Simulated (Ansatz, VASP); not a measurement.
**Cr: VASP beside Ansatz**

```xyz
2
Lattice="1.1471 -2.4670 0.0000 1.1471 2.4670 0.0000 0.0000 0.0000 4.0643" Properties=species:S:1:pos:R:3 pbc="T T T"
Cr    1.1471   -1.8282    3.0482
Cr    1.1471    1.8282    1.0161
```

Alike in both runs: task single point; functional PBEsol; k mesh 11 × 11 × 6; occupations fermi-dirac, width 0.05 eV; collinear spin; fixed moment 1.5 μB.

|  | VASP | Ansatz |
| --- | --- | --- |
| version | VASP 6.6.1 | Ansatz 0.2.0 |
| potentials or method | VASP PAW PBE potentials, release 64 (Cr_pv) | Ansatz PAW |
| plane-wave cutoff (eV) | 520 | 420 |
| valence electrons in the cell | 24 | 28 |

|  | VASP | Ansatz | Ansatz less VASP |
| --- | --- | --- | --- |
| pressure (GPa) | 1.0 | 1.5 | +0.56 |
| traceless stress, the component that is largest in VASP (GPa) | -8.10 | -8.29 | -0.186 |
| rms of the force components (eV/Å) | 0.148 | 0.152 | +0.0033 |
| net moment per atom (μB) | 0.75 | 0.75 | 0.000 |
| size of the moment on the site where the two differ most (μB) | 0.71 | 0.64 | -0.074 |

VASP's potentials were made for PBE, not for PBEsol. Site moments also hang on the region over which each program counts them. Atom by atom the forces differ by 0.003 eV/Å (rms over components). With one functional, cell and mesh, what is left measures potentials, basis and numerics. VASP's potentials hold 24 valence electrons a cell and Ansatz's 28, so a difference there can come from the potentials and not from the codes.
